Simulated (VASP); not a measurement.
A run of VASP 6.6.1 is set up as follows.

The input INCAR:

```
SYSTEM = La2O3
ALGO = Normal
EDIFF = 1E-7
ENCUT = 520
ISIF = 2
ISMEAR = 0
LASPH = .True.
LCHARG = .False.
LREAL = .False.
LWAVE = .False.
NBANDS = 28
NELM = 80
PREC = Accurate
SIGMA = 0.01
```

File KPOINTS:

```
k-points
0
Gamma
  6 6 4
  0 0 0
```

The input POSCAR:

```
La2O3
1.0
    4.0204355941      0.0000000000      0.0000000000
   -2.0102177970      3.4817987403      0.0000000000
    0.0000000000      0.0000000000      6.2513623030
La O
2 3
Direct
    0.6666666667      0.3333333333      0.7537640000
    0.3333333333      0.6666666667      0.2462360000
    0.6666666667      0.3333333333      0.3541090000
    0.3333333333      0.6666666667      0.6458910000
    0.0000000000      0.0000000000      0.0000000000
```

Potentials or basis: VASP PAW LDA potentials, release 64 (La, O).

The run is started by

```console
$ cat potpaw_LDA.64/La/POTCAR potpaw_LDA.64/O/POTCAR > POTCAR
$ mpirun -np 1 vasp_std > vasp.out
```

Q: Estimate the largest force.

A: 0.620 eV/Å.

Q: What does it give for the band gap on the k mesh?

A: 3.64 eV (least direct gap 3.83 eV).

Q: What does it give for the pressure?

A: -13.5 GPa.

Stress tensor (GPa, compression positive):
```
-14.34   0.00   0.00
  0.00 -14.34   0.00
  0.00   0.00 -11.89
```

Caveat: the cell stands under tension; spin-orbit coupling is left out, which moves the levels of the heavy elements. A k mesh can miss the band edges.
